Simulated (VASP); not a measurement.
# TiSi2 (Fddd) in VASP: notebook

Runs on TiSi2. Level: PBEsol. Tasks: single point.

Everything below comes from runs of VASP 6.6.1. Logs are shortened: lines on timing, memory, paths and dates and some standing lists are left out, and cuts for length are marked.

## Step 1: The cell of the first run

Symmetry: Fddd, No. 70, orthorhombic system. Conventional cell: a = 4.779 Å, b = 8.235 Å, c = 8.611 Å, α = 90.00°, β = 90.00°, γ = 90.00°. Within 3.4 Å of Ti (site symmetry 222) lie 10 Si at 2.57 to 2.78 Å and 4 Ti at 3.21 Å. Within 3.4 Å of Si (site symmetry 2) lie 9 Si at 2.54 to 3.21 Å and 5 Ti at 2.57 to 2.78 Å.

## Step 2: Single point, PBEsol

Contents of INCAR:

```
SYSTEM = TiSi2
ALGO = Normal
EDIFF = 1E-6
ENCUT = 520
GGA = PS
ISIF = 2
ISMEAR = -1
LASPH = .TRUE.
LCHARG = .FALSE.
LREAL = .FALSE.
LWAVE = .FALSE.
NBANDS = 29
NELM = 100
PREC = Accurate
SIGMA = 0.05
```

Contents of KPOINTS:

```
k-points
0
G
  6 6 6
  0 0 0
```

Contents of POSCAR:

```
TiSi2
1.0
    0.0000000000      4.1175163063      4.3055268138
    2.3895119538      0.0000000000      4.3055268138
    2.3895119538      4.1175163063      0.0000000000
Ti Si
2 4
Direct
    0.7500000000      0.7500000000      0.7500000000
    0.5000000000      0.5000000000      0.5000000000
    0.4125656100      0.0874343900      0.4125656100
    0.0874343900      0.4125656100      0.0874343900
    0.1625656100      0.8374343900      0.1625656100
    0.8374343900      0.1625656100      0.8374343900
```

Potentials or basis: VASP PAW PBE potentials, release 64 (Ti_sv, Si).

Launch:

```
cat potpaw_PBE.64/Ti_sv/POTCAR potpaw_PBE.64/Si/POTCAR > POTCAR
mpirun -np 1 vasp_std > vasp.out
```

OUTCAR:

```text
SYSTEM = TiSi2
   EDIFF = 1E-6
   ENCUT = 520
   GGA = PS
   ISIF = 2
   ISMEAR = -1
   LASPH = .TRUE.
   LREAL = .FALSE.
   NELM = 100
   PREC = Accurate

 ion  position               nearest neighbor table
   1  0.750  0.750  0.750-   6 2.57   5 2.57   6 2.57   5 2.57   3 2.74   3 2.74   4 2.74   4 2.74
                             3 2.78   4 2.78
   2  0.500  0.500  0.500-   4 2.57   3 2.57   4 2.57   3 2.57   5 2.74   5 2.74   6 2.74   6 2.74
                             5 2.78   6 2.78
   3  0.413  0.087  0.413-   6 2.54   6 2.54   2 2.57   2 2.57   4 2.68   1 2.74   1 2.74   1 2.78
                             4 2.79   4 2.79
   4  0.087  0.413  0.087-   5 2.54   5 2.54   2 2.57   2 2.57   3 2.68   1 2.74   1 2.74   1 2.78
                             3 2.79   3 2.79
   5  0.163  0.837  0.163-   4 2.54   4 2.54   1 2.57   1 2.57   6 2.68   2 2.74   2 2.74   2 2.78
                             6 2.79   6 2.79
   6  0.837  0.163  0.837-   3 2.54   3 2.54   1 2.57   1 2.57   5 2.68   2 2.74   2 2.74   2 2.78
                             5 2.79   5 2.79

  LATTYP: Found a face centered orthorhombic cell.
 ALAT       =     4.7790239076
 B/A-ratio  =     1.7231620456
 C/A-ratio  =     1.8018435970

  Lattice vectors:

 A1 = (   0.0000000000,   4.1175163063,   4.3055268138)
 A2 = (   2.3895119538,   0.0000000000,   4.3055268138)
 A3 = (   2.3895119538,   4.1175163063,   0.0000000000)

Analysis of symmetry for initial positions (statically):
=====================================================================
 Subroutine PRICEL returns:
 Original cell was already a primitive cell.

 Routine SETGRP: Setting up the symmetry group for a
 face centered orthorhombic supercell.

 Subroutine GETGRP returns: Found  8 space group operations
 (whereof  4 operations were pure point group operations)
 out of a pool of  8 trial point group operations.

The static configuration has the point symmetry D_2 .
 The point group associated with its full space group is D_2h.

Analysis of symmetry for dynamics (positions and initial velocities):
=====================================================================
 Subroutine PRICEL returns:
 Original cell was already a primitive cell.

 Routine SETGRP: Setting up the symmetry group for a
 face centered orthorhombic supercell.

 Subroutine GETGRP returns: Found  8 space group operations
 (whereof  4 operations were pure point group operations)
 out of a pool of  8 trial point group operations.

The dynamic configuration has the point symmetry D_2 .
 The point group associated with its full space group is D_2h.

 Subroutine INISYM returns: Found  8 space group operations
 (whereof  4 operations are pure point group operations),
 and found     1 'primitive' translations

----------------------------------------------------------------------------------------

                                     Primitive cell

  volume of cell :      84.7229

  direct lattice vectors                    reciprocal lattice vectors
     0.000000000  4.117516306  4.305526814    -0.209247750  0.121432427  0.116129807
     2.389511954  0.000000000  4.305526814     0.209247750 -0.121432427  0.116129807
     2.389511954  4.117516306  0.000000000     0.209247750  0.121432427 -0.116129807

  length of vectors
     5.957474438  4.924157646  4.760641544     0.268359065  0.268359065  0.268359065

  position of ions in fractional coordinates (direct lattice)
     0.750000000  0.750000000  0.750000000
     0.500000000  0.500000000  0.500000000
     0.412565610  0.087434390  0.412565610
     0.087434390  0.412565610  0.087434390
     0.162565610  0.837434390  0.162565610
     0.837434390  0.162565610  0.837434390

  ion indices of the primitive-cell ions
   primitive index   ion index
                 1           1
                 2           2
                 3           3
                 4           4
                 5           5
                 6           6

----------------------------------------------------------------------------------------

 KPOINTS: k-points

Automatic generation of k-mesh.
 Grid dimensions read from file:
 generate k-points for:    6    6    6

 Generating k-lattice:

  Cartesian coordinates                     Fractional coordinates (reciprocal lattice)
    -0.034874625  0.020238738  0.019354968     0.166666667  0.000000000  0.000000000
     0.034874625 -0.020238738  0.019354968     0.000000000  0.166666667 -0.000000000
     0.034874625  0.020238738 -0.019354968     0.000000000 -0.000000000  0.166666667

  Length of vectors
     0.044726511  0.044726511  0.044726511

  Shift w.r.t. Gamma in fractional coordinates (k-lattice)
     0.000000000  0.000000000  0.000000000

 Subroutine IBZKPT returns following result:
 ===========================================

 Found     46 irreducible k-points:

 Following reciprocal coordinates:
            Coordinates               Weight
  0.000000  0.000000  0.000000      1.000000
  0.166667  0.000000 -0.000000      8.000000
  0.333333  0.000000 -0.000000      8.000000
  0.500000  0.000000 -0.000000      4.000000
  0.166667  0.166667  0.000000      2.000000
  0.333333  0.166667 -0.000000      8.000000
[... 16 lines left out ...]
 -0.166667  0.166667  0.166667      8.000000
  0.500000  0.333333  0.166667      4.000000
 [... further k-points ...]
   k-points           NKPTS =     46   k-points in BZ     NKDIM =     46   number of bands    NBANDS=     29
   number of dos      NEDOS =    301   number of ions     NIONS =      6
   total plane-waves  NPLWV =  69120
   dimension x,y,z NGX =    48 NGY =   40 NGZ =   36
   dimension x,y,z NGXF=    96 NGYF=   80 NGZF=   72
   ions per type =               2   4
   NGX,Y,Z   is equivalent  to a cutoff of  13.39, 13.50, 12.57 a.u.
   NGXF,Y,Z  is equivalent  to a cutoff of  26.79, 27.01, 25.14 a.u.
 SYSTEM =  TiSi2
   PREC   = accura    normal or accurate (medium, high low for compatibility)
   ISTART =      0    job   : 0-new  1-cont  2-samecut
   ICHARG =      2    charge: 1-file 2-atom 10-const
   ISPIN  =      1    spin polarized calculation?
   LNONCOLLINEAR =      F non collinear calculations
   LSORBIT =      F    spin-orbit coupling
   LASPH  =      T    aspherical Exc in radial PAW
   ENCUT  =  520.0 eV  38.22 Ry    6.18 a.u.  11.08  9.16  8.85*2*pi/ulx,y,z
   NELM   =    100;   NELMIN=  2; NELMDL= -5     # of ELM steps
   EDIFF  = 0.1E-05   stopping-criterion for ELM
   LREAL  =      F    real-space projection
   EDIFFG = 0.1E-04   stopping-criterion for IOM
   NSW    =      0    number of steps for IOM
   IBRION =     -1    ionic relax: 0-MD 1-quasi-New 2-CG
   NFREE  =      0    steps in history (QN), initial steepest desc. (CG)
   ISIF   =      2    stress and relaxation
   ISYM   =      2    0-nonsym 1-usesym 2-fastsym
   POTIM  = 0.5000    time-step for ionic-motion
   TEBEG  =    0.0;   TEEND  =   0.0 temperature during run
   PSTRESS=    0.0 pullay stress
   NELECT =      40.0000    total number of electrons
   NUPDOWN=      -1.0000    fix difference up-down
   EMIN   =  10.00;   EMAX   =-10.00  energy-range for DOS
   EFERMI =   0.00;   METHOD = LEGACY
   ISMEAR =    -1;   SIGMA  =   0.05  broadening in eV -4-tet -1-fermi 0-gaus
   EFERMI_NEDOS =   21; number of points for ismear=-14 and -15
   IALGO  =     38    algorithm
   IMIX   =      4    mixing-type and parameters
     AMIX     =   0.40;   BMIX     =  1.00
     AMIX_MAG =   1.60;   BMIX_MAG =  1.00
  volume/ion in A,a.u.               =      14.12        95.29
  Fermi-wavevector in a.u.,A,eV,Ry     =   1.274758  2.408944 22.109590  1.625009
  Thomas-Fermi vector in A             =   2.407509
   LORBIT       =      0    0 simple, 1 ext, 2 COOP (PROOUT), +10 PAW based schemes
   GGA     = PS    functional components
   LHFCALC =     F    Hartree Fock is set to
   AEXX    =    0.0000 exact exchange contribution
   IVDW    =     0    specifies the selected vdW correction
   LEPSILON=     F    determine dielectric tensor
   LRPA    =     F    only Hartree local field effects (RPA)
 non-spin polarized calculation
  energy-cutoff  :      520.00
  volume of cell :       84.72
 maximum number of plane-waves:      2304
 NGX is ok and might be reduce to    48
   NGX = 23   NGY = 19   NGZ = 17

 number of electron      39.9999999 magnetization

 Free energy of the ion-electron system (eV)
  ---------------------------------------------------
  ext. energy  EPLUGINS =         0.00000000
  ---------------------------------------------------
  free energy    TOTEN  =       -43.67911249 eV

  energy without entropy =      -43.66299088  energy(sigma->0) =      -43.67105169

 E-fermi :  10.0397     XC(G=0): -11.7797

 val. band max:       10.0310463799   @ k =   0.5000   0.1667   0.1667
 cond. band min:      10.0766342797   @ k =  -0.3333   0.1667   0.0000
 fundamental gap:      0.0455878998
 Fermi energy:        10.0396832790

 k-point     1 :       0.0000    0.0000    0.0000
  band No.  band energies     occupation
      1     -46.0643      2.00000
      2     -46.0367      2.00000
      3     -22.5551      2.00000
      4     -22.5255      2.00000
      5     -22.4544      2.00000
      6     -22.4402      2.00000
[... 21 lines left out ...]
     28      13.6827      0.00000
     29      13.7469      0.00000

 k-point     2 :       0.1667    0.0000   -0.0000
  band No.  band energies     occupation
      1     -46.0629      2.00000
      2     -46.0381      2.00000
      3     -22.5536      2.00000
      4     -22.5251      2.00000
      5     -22.4624      2.00000
      6     -22.4403      2.00000
[... 21 lines left out ...]
     28      13.8737      0.00000
     29      13.9730      0.00000

 k-point     3 :       0.3333    0.0000   -0.0000
  band No.  band energies     occupation
      1     -46.0595      2.00000
      2     -46.0413      2.00000
      3     -22.5528      2.00000
      4     -22.5203      2.00000
      5     -22.4808      2.00000
      6     -22.4377      2.00000
[... 21 lines left out ...]
     28      14.0740      0.00000
     29      14.5062      0.00000

 k-point     4 :       0.5000    0.0000   -0.0000
  band No.  band energies     occupation
      1     -46.0572      2.00000
      2     -46.0436      2.00000
      3     -22.5533      2.00000
      4     -22.5141      2.00000
      5     -22.4934      2.00000
      6     -22.4324      2.00000
[... 21 lines left out ...]
     28      14.3202      0.00000
     29      14.5693      0.00000

 k-point     5 :       0.1667    0.1667    0.0000
  band No.  band energies     occupation
      1     -46.0624      2.00000
      2     -46.0385      2.00000
      3     -22.5478      2.00000
      4     -22.5233      2.00000
      5     -22.4644      2.00000
      6     -22.4403      2.00000
[... 21 lines left out ...]
     28      13.9586      0.00000
     29      14.1991      0.00000
[... 510 lines left out ...]
     28      13.9312      0.00000
     29      14.9703      0.00000

 k-point    22 :      -0.3333    0.1667    0.1667
  band No.  band energies     occupation
      1     -46.0562      2.00000
      2     -46.0445      2.00000
      3     -22.5571      2.00000
      4     -22.5338      2.00000
      5     -22.4739      2.00000
      6     -22.4426      2.00000
[... 21 lines left out ...]
     28      13.8422      0.00000
     29      14.1134      0.00000

 k-point    23 :      -0.1667    0.1667    0.1667
  band No.  band energies     occupation
      1     -46.0594      2.00000
      2     -46.0413      2.00000
      3     -22.5586      2.00000
      4     -22.5397      2.00000
      5     -22.4599      2.00000
      6     -22.4481      2.00000
[... 21 lines left out ...]
     28      14.4050      0.00000
     29      14.9245      0.00000

 k-point    24 :       0.5000    0.3333    0.1667
  band No.  band energies     occupation
      1     -46.0564      2.00000
      2     -46.0444      2.00000
      3     -22.5470      2.00000
      4     -22.5090      2.00000
      5     -22.4927      2.00000
      6     -22.4483      2.00000
[... 21 lines left out ...]
     28      14.0186      0.00000
     29      14.4980      0.00000

 [... further k-points ...]

------------------------ aborting loop because EDIFF is reached ----------------------------------------

  FORCE on cell =-STRESS in cart. coord.  units (eV):
  Direction    XX          YY          ZZ          XY          YZ          ZX
  --------------------------------------------------------------------------------------
  -------------------------------------------------------------------------------------
  Total       -1.1561413     -0.9192574     -3.3851543      0.0000000      0.0000000      0.0000000
  in kB      -21.8635487    -17.3838870    -64.0159533      0.0000000      0.0000000      0.0000000
  external PRESSURE =     -34.4211297 kB  Pullay stress =       0.0000000 kB

 VOLUME and BASIS-vectors are now :
 -----------------------------------------------------------------------------
  energy-cutoff  :      520.00
  volume of cell :       84.72
      direct lattice vectors                 reciprocal lattice vectors
     0.000000000  4.117516306  4.305526814    -0.209247750  0.121432427  0.116129807
     2.389511954  0.000000000  4.305526814     0.209247750 -0.121432427  0.116129807
     2.389511954  4.117516306  0.000000000     0.209247750  0.121432427 -0.116129807

 POSITION                                       TOTAL-FORCE (eV/Angst)
 -----------------------------------------------------------------------------------
      3.58427      6.17627      6.45829         0.000000     -0.000000     -0.000000
      2.38951      4.11752      4.30553        -0.000000     -0.000000      0.000000
      1.19476      3.39749      2.15276        -0.000000      0.080252      0.000000
      1.19476      0.72003      2.15276        -0.000000     -0.080252      0.000000
      2.38951      1.33873      4.30553         0.000000      0.080252      0.000000
      2.38951      6.89630      4.30553         0.000000     -0.080252      0.000000
 -----------------------------------------------------------------------------------
    total drift:                               -0.000000     -0.000000     -0.000000

  FREE ENERGIE OF THE ION-ELECTRON SYSTEM (eV)
  ---------------------------------------------------
  free  energy   TOTEN  =       -43.6791124918 eV

  energy  without entropy=      -43.6629908794  energy(sigma->0) =      -43.67105169
```

Run time: 2.2 min. Hardware: 1 thread of Intel Xeon Platinum 8259CL at 2.50GHz (Skylake/Cascade Lake), shared host; peak memory 0.29 GiB.

Results:

```
Free energy            : -43.6791 eV
Pressure               : -3.4 GPa
Largest force          : 0.080 eV/Å
Band gap on the k mesh : zero (band 20 reaches 10.57 eV, above the bottom of band 21 at 8.87 eV)
```

Forces on the atoms (eV/Å):
```
Ti   0.000  0.000  0.000
Ti   0.000  0.000  0.000
Si   0.000  0.080  0.000
Si   0.000 -0.080  0.000
Si   0.000  0.080  0.000
Si   0.000 -0.080  0.000
```

Caveat: the PAW data sets were made with another functional, which shifts forces and pressure a little.

## Step 3: Single point, PBEsol

This run uses another cell than the first one, of 14.26 Å³/atom, 1.010 times its volume.

Contents of INCAR:

```
SYSTEM = TiSi2
  PREC = Accurate
  ENCUT = 520
  EDIFF = 1E-6
  ISMEAR = -1
  SIGMA = 0.05
  LREAL = .False.
  LASPH = .True.
  NELM = 60
  ALGO = Normal
  ISIF = 2
  LWAVE = .False.
  LCHARG = .False.
  GGA = PS
  NBANDS = 29
```

Contents of KPOINTS:

```
Automatic mesh
0
Gamma
  6 6 6
  0 0 0
```

POSCAR, as its differences from that of step 2:

```diff
@@ -2,4 +2,4 @@
 1.0
-    0.0000000000      4.1175163063      4.3055268138
-    2.3895119538      0.0000000000      4.3055268138
+    0.0000000000      4.1175163063      4.3481557921
+    2.3895119538      0.0000000000      4.3481557921
     2.3895119538      4.1175163063      0.0000000000
```

Potentials or basis: VASP PAW PBE potentials, release 64 (Ti_sv, Si).

Launch:

```
cat potpaw_PBE.64/Ti_sv/POTCAR potpaw_PBE.64/Si/POTCAR > POTCAR
mpirun -np 1 vasp_std > vasp.out
```

OUTCAR:

```text
SYSTEM = TiSi2
   PREC = Accurate
   ENCUT = 520
   EDIFF = 1E-6
   ISMEAR = -1
   LREAL = .False.
   LASPH = .True.
   NELM = 60
   ISIF = 2
   GGA = PS

 ion  position               nearest neighbor table
   1  0.750  0.750  0.750-   6 2.58   5 2.58   6 2.58   5 2.58   3 2.74   3 2.74   4 2.74   4 2.74
                             3 2.78   4 2.78
   2  0.500  0.500  0.500-   4 2.58   3 2.58   4 2.58   3 2.58   5 2.74   5 2.74   6 2.74   6 2.74
                             5 2.78   6 2.78
   3  0.413  0.087  0.413-   6 2.56   6 2.56   2 2.58   2 2.58   4 2.68   1 2.74   1 2.74   1 2.78
[... 985 lines left out ...]
  -------------------------------------------------------------------------------------
  Total       -1.5356527     -1.0128926     -5.3826332      0.0000000      0.0000000      0.0000000
  in kB      -28.7557010    -18.9668121   -100.7919255      0.0000000      0.0000000      0.0000000
  external PRESSURE =     -49.5048129 kB  Pullay stress =       0.0000000 kB

 VOLUME and BASIS-vectors are now :
 -----------------------------------------------------------------------------
  energy-cutoff  :      520.00
  volume of cell :       85.56
      direct lattice vectors                 reciprocal lattice vectors
     0.000000000  4.117516306  4.348155792    -0.209247750  0.121432427  0.114991280
     2.389511954  0.000000000  4.348155792     0.209247750 -0.121432427  0.114991280
     2.389511954  4.117516306  0.000000000     0.209247750  0.121432427 -0.114991280

 POSITION                                       TOTAL-FORCE (eV/Angst)
 -----------------------------------------------------------------------------------
      3.58427      6.17627      6.52223        -0.000000     -0.000000     -0.000000
      2.38951      4.11752      4.34816         0.000000      0.000000      0.000000
      1.19476      3.39749      2.17408        -0.000000      0.059502     -0.000000
      1.19476      0.72003      2.17408        -0.000000     -0.059502     -0.000000
      2.38951      1.33873      4.34816         0.000000      0.059502      0.000000
      2.38951      6.89630      4.34816         0.000000     -0.059502      0.000000
 -----------------------------------------------------------------------------------
    total drift:                               -0.000000     -0.000000     -0.000000

  FREE ENERGIE OF THE ION-ELECTRON SYSTEM (eV)
  ---------------------------------------------------
  free  energy   TOTEN  =       -43.6357664558 eV

  energy  without entropy=      -43.6181778000  energy(sigma->0) =      -43.62697213
```

OSZICAR:

```text
N       E                     dE             d eps       ncg     rms          rms(c)
DAV:   1     0.378592758873E+03    0.37859E+03   -0.18748E+04  2668   0.146E+03
DAV:   2    -0.306081172094E+01   -0.38165E+03   -0.37151E+03  2688   0.425E+02
DAV:   3    -0.441936818661E+02   -0.41133E+02   -0.40294E+02  4516   0.117E+02
DAV:   4    -0.473211696283E+02   -0.31275E+01   -0.31107E+01  3816   0.289E+01
DAV:   5    -0.475155599861E+02   -0.19439E+00   -0.19433E+00  4070   0.609E+00    0.187E+01
DAV:   6    -0.443969579906E+02    0.31186E+01   -0.35499E+01  3811   0.415E+01    0.713E+00
DAV:   7    -0.437378350614E+02    0.65912E+00   -0.70369E+00  3576   0.195E+01    0.519E+00
DAV:   8    -0.436561583316E+02    0.81677E-01   -0.93681E-01  3612   0.748E+00    0.149E+00
DAV:   9    -0.436352428715E+02    0.20915E-01   -0.18017E-01  3692   0.354E+00    0.513E-01
DAV:  10    -0.436362846042E+02   -0.10417E-02   -0.71380E-03  3513   0.620E-01    0.282E-01
DAV:  11    -0.436359606497E+02    0.32395E-03   -0.77040E-03  3783   0.650E-01    0.168E-01
DAV:  12    -0.436357661402E+02    0.19451E-03   -0.15207E-03  3693   0.308E-01    0.181E-02
DAV:  13    -0.436357669573E+02   -0.81704E-06   -0.34112E-05  3498   0.509E-02    0.158E-02
DAV:  14    -0.436357664558E+02    0.50151E-06   -0.33487E-06  3437   0.151E-02
   1 F= -.43635766E+02 E0= -.43626972E+02  d E =-.175887E-01
```

It took 2.2 min on 1 thread of Intel Xeon Platinum 8259CL at 2.50GHz (Skylake/Cascade Lake), shared host; peak memory 0.28 GiB.

Results:

```
Free energy            : -43.6358 eV
Pressure               : -5.0 GPa
Largest force          : 0.060 eV/Å
Band gap on the k mesh : zero (band 20 reaches 10.46 eV, above the bottom of band 21 at 8.77 eV)
```

Forces in eV/Å, atoms in the order of the input:
```
Ti   0.000  0.000  0.000
Ti   0.000  0.000  0.000
Si   0.000  0.060  0.000
Si   0.000 -0.060  0.000
Si   0.000  0.060  0.000
Si   0.000 -0.060  0.000
```

Caveat: the PAW data sets were made with another functional, which shifts forces and pressure a little.
